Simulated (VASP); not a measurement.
# Ta4W (I4/mmm) in VASP: single point with PBE

Aim: the single point of Ta4W with PBE.

All numbers are computed with VASP 6.6.1; they aren't measurements. Logs are shortened: lines on timing, memory, paths and dates and some standing lists are left out, and cuts for length are marked.

## Step 1: The cell of the first run

It takes space group I4/mmm (No. 139, tetragonal). The conventional cell has a = 3.232 Å, b = 3.232 Å, c = 16.158 Å, α = 90.00°, β = 90.00°, γ = 90.00°. Ta (site symmetry 4mm) has 4 W at 2.80 Å and 10 Ta at 2.80 to 3.23 Å within 3.7 Å. Within 3.7 Å of Ta (site symmetry 4mm) lie 13 Ta at 2.80 to 3.23 Å and 1 W at 3.23 Å. Within 3.7 Å of W (site symmetry 4/mmm) lie 10 Ta at 2.80 to 3.23 Å and 4 W at 3.23 Å.

## Step 2: Single point, PBE

INCAR reads:

```
PREC = Accurate ; ENCUT = 520
EDIFF = 1E-6 ; ISMEAR = 0
SIGMA = 0.1 ; LREAL = False
LASPH = True ; NELM = 80
ALGO = Fast ; ISIF = 2
LWAVE = False ; LCHARG = False
GGA = PE ; NBANDS = 37
```

KPOINTS reads:

```
Automatic mesh
0
Gamma
  8 8 8
```

POSCAR reads:

```
Ta4W
1.0
   -1.6157506600      1.6157506600      8.0787532900
    1.6157506600     -1.6157506600      8.0787532900
    1.6157506600      1.6157506600     -8.0787532900
Ta W
4 1
Direct
    0.6000000000      0.6000000000      0.0000000000
    0.2000000000      0.2000000000      0.0000000000
    0.8000000000      0.8000000000      0.0000000000
    0.4000000000      0.4000000000      0.0000000000
    0.0000000000      0.0000000000      0.0000000000
```

Potentials or basis: VASP PAW PBE potentials, release 64 (Ta_pv, W_sv).

The run is started by

```
cat potpaw_PBE.64/Ta_pv/POTCAR potpaw_PBE.64/W_sv/POTCAR > POTCAR
mpirun -np 1 vasp_std > vasp.out
```

OUTCAR:

```text
PREC = Accurate
   ENCUT = 520
   EDIFF = 1E-6
   ISMEAR = 0
   LREAL = False
   LASPH = True
   NELM = 80
   ISIF = 2
   GGA = PE

 ion  position               nearest neighbor table
   1  0.600  0.600  0.000-   2 2.80   2 2.80   2 2.80   5 2.80   2 2.80   5 2.80   5 2.80   5 2.80
                             3 3.23   4 3.23
   2  0.200  0.200  0.000-   3 2.80   3 2.80   3 2.80   3 2.80   1 2.80   1 2.80   1 2.80   1 2.80
                             4 3.23   5 3.23
   3  0.800  0.800  0.000-   2 2.80   2 2.80   2 2.80   2 2.80   4 2.80   4 2.80   4 2.80   4 2.80
                             1 3.23   5 3.23
   4  0.400  0.400  0.000-   5 2.80   5 2.80   5 2.80   3 2.80   5 2.80   3 2.80   3 2.80   3 2.80
                             2 3.23   1 3.23
   5  0.000  0.000  0.000-   1 2.80   1 2.80   1 2.80   4 2.80   1 2.80   4 2.80   4 2.80   4 2.80
                             2 3.23   3 3.23

  LATTYP: Found a body centered tetragonal cell.
 ALAT       =     3.2315013200
 C/A-ratio  =     4.9999999938

  Lattice vectors:

 A1 = (  -1.6157506600,   1.6157506600,   8.0787532900)
 A2 = (   1.6157506600,  -1.6157506600,   8.0787532900)
 A3 = (   1.6157506600,   1.6157506600,  -8.0787532900)

Analysis of symmetry for initial positions (statically):
=====================================================================
 Subroutine PRICEL returns:
 Original cell was already a primitive cell.

 Routine SETGRP: Setting up the symmetry group for a
 body centered tetragonal supercell.

 Subroutine GETGRP returns: Found 16 space group operations
 (whereof 16 operations were pure point group operations)
 out of a pool of 16 trial point group operations.

The static configuration has the point symmetry D_4h.

Analysis of symmetry for dynamics (positions and initial velocities):
=====================================================================
 Subroutine PRICEL returns:
 Original cell was already a primitive cell.

 Routine SETGRP: Setting up the symmetry group for a
 body centered tetragonal supercell.

 Subroutine GETGRP returns: Found 16 space group operations
 (whereof 16 operations were pure point group operations)
 out of a pool of 16 trial point group operations.

The dynamic configuration has the point symmetry D_4h.

 Subroutine INISYM returns: Found 16 space group operations
 (whereof 16 operations are pure point group operations),
 and found     1 'primitive' translations

[... 104 lines left out ...]
   IBRION =     -1    ionic relax: 0-MD 1-quasi-New 2-CG
   NFREE  =      0    steps in history (QN), initial steepest desc. (CG)
   ISIF   =      2    stress and relaxation
   ISYM   =      2    0-nonsym 1-usesym 2-fastsym
   POTIM  = 0.5000    time-step for ionic-motion
   TEBEG  =    0.0;   TEEND  =   0.0 temperature during run
   PSTRESS=    0.0 pullay stress
   NELECT =      58.0000    total number of electrons
   NUPDOWN=      -1.0000    fix difference up-down
   EMIN   =  10.00;   EMAX   =-10.00  energy-range for DOS
   EFERMI =   0.00;   METHOD = LEGACY
   ISMEAR =     0;   SIGMA  =   0.10  broadening in eV -4-tet -1-fermi 0-gaus
   EFERMI_NEDOS =   21; number of points for ismear=-14 and -15
   IALGO  =     68    algorithm
   IMIX   =      4    mixing-type and parameters
     AMIX     =   0.40;   BMIX     =  1.00
     AMIX_MAG =   1.60;   BMIX_MAG =  1.00
  volume/ion in A,a.u.               =      16.87       113.86
  Fermi-wavevector in a.u.,A,eV,Ry     =   1.444885  2.730436 28.404766  2.087691
  Thomas-Fermi vector in A             =   2.563129
   LORBIT       =      0    0 simple, 1 ext, 2 COOP (PROOUT), +10 PAW based schemes
   GGA     = PE    functional components
   LHFCALC =     F    Hartree Fock is set to
   AEXX    =    0.0000 exact exchange contribution
   IVDW    =     0    specifies the selected vdW correction
   LEPSILON=     F    determine dielectric tensor
   LRPA    =     F    only Hartree local field effects (RPA)
 non-spin polarized calculation
 RMM-DIIS sequential band-by-band and
 Gauss-broadening in eV      SIGMA  =   0.10
  energy-cutoff  :      520.00
  volume of cell :       84.36
 maximum number of plane-waves:      2299
 NGX is ok and might be reduce to    64
   NGX = 31   NGY = 31   NGZ = 31

 number of electron      58.0000000 magnetization

 Free energy of the ion-electron system (eV)
  ---------------------------------------------------
  ext. energy  EPLUGINS =         0.00000000
  ---------------------------------------------------
  free energy    TOTEN  =       -60.18475849 eV

  energy without entropy =      -60.16053174  energy(sigma->0) =      -60.17264511

 E-fermi :   6.7731     XC(G=0): -13.0191

 val. band max:        6.7675957800   @ k =   0.2500   0.2500   0.1250
 cond. band min:       6.7819098969   @ k =  -0.2500  -0.2500   0.1250
 fundamental gap:      0.0143141170
 Fermi energy:         6.7730595964

 k-point     1 :       0.0000    0.0000    0.0000
  band No.  band energies     occupation
      1     -66.3695      2.00000
      2     -30.6401      2.00000
      3     -30.5527      2.00000
      4     -30.5527      2.00000
      5     -27.0348      2.00000
      6     -26.9350      2.00000
[... 949 lines left out ...]
     36      10.8663      0.00000
     37      11.5482      0.00000

 [... further k-points ...]

------------------------ aborting loop because EDIFF is reached ----------------------------------------

  FORCE on cell =-STRESS in cart. coord.  units (eV):
  Direction    XX          YY          ZZ          XY          YZ          ZX
  --------------------------------------------------------------------------------------
  -------------------------------------------------------------------------------------
  Total        6.2186442      6.2186442      6.3286867      0.0000000      0.0000000     -0.0000000
  in kB      118.1009176    118.1009176    120.1907805      0.0000000      0.0000000     -0.0000000
  external PRESSURE =     118.7975386 kB  Pullay stress =       0.0000000 kB

 VOLUME and BASIS-vectors are now :
 -----------------------------------------------------------------------------
  energy-cutoff  :      520.00
  volume of cell :       84.36
      direct lattice vectors                 reciprocal lattice vectors
    -1.615750660  1.615750660  8.078753290     0.000000000  0.309453688  0.061890738
     1.615750660 -1.615750660  8.078753290     0.309453688  0.000000000  0.061890738
     1.615750660  1.615750660 -8.078753290     0.309453688  0.309453688  0.000000000

 POSITION                                       TOTAL-FORCE (eV/Angst)
 -----------------------------------------------------------------------------------
      0.00000      0.00000      9.69450         0.000000      0.000000     -1.067866
      0.00000      0.00000      3.23150         0.000000      0.000000      0.032719
      0.00000      0.00000     12.92601         0.000000      0.000000     -0.032719
      0.00000      0.00000      6.46300        -0.000000     -0.000000      1.067866
      0.00000      0.00000      0.00000         0.000000      0.000000      0.000000
 -----------------------------------------------------------------------------------
    total drift:                                0.000000     -0.000000      0.000000

  FREE ENERGIE OF THE ION-ELECTRON SYSTEM (eV)
  ---------------------------------------------------
  free  energy   TOTEN  =       -60.1847584871 eV

  energy  without entropy=      -60.1605317387  energy(sigma->0) =      -60.17264511
```

OSZICAR:

```text
N       E                     dE             d eps       ncg     rms          rms(c)
DAV:   1     0.605559255822E+03    0.60556E+03   -0.31626E+04  4366   0.170E+03
DAV:   2    -0.336814860974E+02   -0.63924E+03   -0.62543E+03  4695   0.510E+02
DAV:   3    -0.619033650995E+02   -0.28222E+02   -0.27087E+02  5503   0.966E+01
DAV:   4    -0.625281360271E+02   -0.62477E+00   -0.61931E+00  5436   0.132E+01
DAV:   5    -0.625402072849E+02   -0.12071E-01   -0.12051E-01  5585   0.168E+00    0.359E+01
RMM:   6    -0.610044579383E+02    0.15357E+01   -0.33044E+00  5193   0.952E+00    0.166E+01
RMM:   7    -0.617493001627E+02   -0.74484E+00   -0.44837E+00  5928   0.818E+00    0.734E+00
RMM:   8    -0.601557982804E+02    0.15935E+01   -0.17239E+00  5288   0.510E+00    0.136E+00
RMM:   9    -0.601900007126E+02   -0.34202E-01   -0.44999E-01  6033   0.201E+00    0.112E+00
RMM:  10    -0.601839588257E+02    0.60419E-02   -0.43193E-02  5641   0.905E-01    0.233E-01
RMM:  11    -0.601847571479E+02   -0.79832E-03   -0.12469E-02  6331   0.350E-01    0.124E-01
RMM:  12    -0.601847450615E+02    0.12086E-04   -0.13361E-03  6242   0.144E-01    0.439E-02
RMM:  13    -0.601847569230E+02   -0.11862E-04   -0.24010E-04  6098   0.618E-02    0.154E-02
RMM:  14    -0.601847581368E+02   -0.12137E-05   -0.39920E-05  6056   0.293E-02    0.989E-03
RMM:  15    -0.601847584817E+02   -0.34498E-06   -0.12591E-05  5205   0.153E-02    0.350E-03
RMM:  16    -0.601847584871E+02   -0.54024E-08   -0.20249E-06  3745   0.682E-03
   1 F= -.60184758E+02 E0= -.60172645E+02  d E =-.242267E-01
```

It took 9.2 min on 1 thread of Intel Xeon 6975P-C (Granite Rapids), shared host; peak memory 0.65 GiB.

Results:

* Free energy: -60.1848 eV
* Pressure: 11.9 GPa
* Largest force: 1.068 eV/Å
* Band gap on the k mesh: zero (band 29 reaches 7.80 eV, above the bottom of band 30 at 5.97 eV)

Forces on the atoms (eV/Å):
```
Ta   0.000  0.000 -1.068
Ta   0.000  0.000  0.033
Ta   0.000  0.000 -0.033
Ta   0.000  0.000  1.068
W    0.000  0.000  0.000
```

Caveat: spin-orbit coupling is left out, which moves the levels of the heavy elements; forces of over 1 eV/Å act on the atoms, so gaps and moduli don't describe the material at rest.
